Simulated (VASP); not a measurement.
Here is a VASP 6.6.1 calculation.

Contents of POSCAR:

```
BaTe
1.0
    0.0000000000      3.4595096200      3.4595096200
    3.4595096200      0.0000000000      3.4595096200
    3.4595096200      3.4595096200      0.0000000000
Ba Te
1 1
Direct
    0.0000000000      0.0000000000      0.0000000000
    0.5000000000      0.5000000000      0.5000000000
```

File INCAR.step1:

```
SYSTEM = BaTe
PREC     = Accurate       ! precision mode
ENCUT    = 520            ! plane-wave cutoff, eV
ISMEAR   = -1             ! smearing method
SIGMA    = 0.02           ! smearing width, eV
LREAL    = .FALSE.        ! projectors in reciprocal space
LASPH    = .TRUE.         ! aspherical terms in the spheres
NELM     = 60             ! most SCF steps
GGA      = PE             ! functional
ALGO     = Normal         ! electronic algorithm
EDIFF    = 1E-4           ! SCF threshold, eV
LWAVE    = .TRUE.         ! write WAVECAR
LCHARG   = .FALSE.        ! write CHGCAR
```

The input INCAR.step2:

```
SYSTEM = BaTe
PREC     = Accurate       ! precision mode
ENCUT    = 520            ! plane-wave cutoff, eV
EDIFF    = 1E-7           ! SCF threshold, eV
ISMEAR   = -1             ! smearing method
SIGMA    = 0.02           ! smearing width, eV
LREAL    = .FALSE.        ! projectors in reciprocal space
LASPH    = .TRUE.         ! aspherical terms in the spheres
NELM     = 60             ! most SCF steps
ALGO     = Normal         ! electronic algorithm
ISIF     = 2              ! what is computed and relaxed
LWAVE    = .FALSE.        ! write WAVECAR
LCHARG   = .FALSE.        ! write CHGCAR
METAGGA  = R2SCAN         ! meta-GGA
LMIXTAU  = .TRUE.       
IBRION   = 2              ! ionic algorithm
NSW      = 50             ! ionic steps
EDIFFG   = -0.01          ! ionic threshold
ISTART   = 1
```

KPOINTS

```
Automatic mesh
0
G
  8 8 8
  0 0 0
```

Potentials or basis: VASP PAW PBE potentials, release 64 (Ba_sv, Te).

The run is started by

```bash
$ cat potpaw_PBE.64/Ba_sv/POTCAR potpaw_PBE.64/Te/POTCAR > POTCAR
$ cp INCAR.step1 INCAR
$ mpirun -np 1 vasp_std > vasp.out
$ cp INCAR.step2 INCAR
$ mpirun -np 1 vasp_std > vasp.out
```

What does it give for the band gap on the k mesh?

1.79 eV (least direct gap 2.18 eV).

Final structure:
```yaml
crystal:
  lattice:
    - [0.00000, 3.45951, 3.45951]
    - [3.45951, 0.00000, 3.45951]
    - [3.45951, 3.45951, 0.00000]
  atoms:
    - { symbol: Ba, position: [0.00000, 0.00000, 0.00000] }
    - { symbol: Te, position: [0.50000, 0.50000, 0.50000] }
```

Caveat: the relaxation stopped at its first step, so nothing moved; spin-orbit coupling is left out, which moves the levels of the heavy elements. r2SCAN opens gaps a little over a GGA but as a rule still falls short of measured ones.
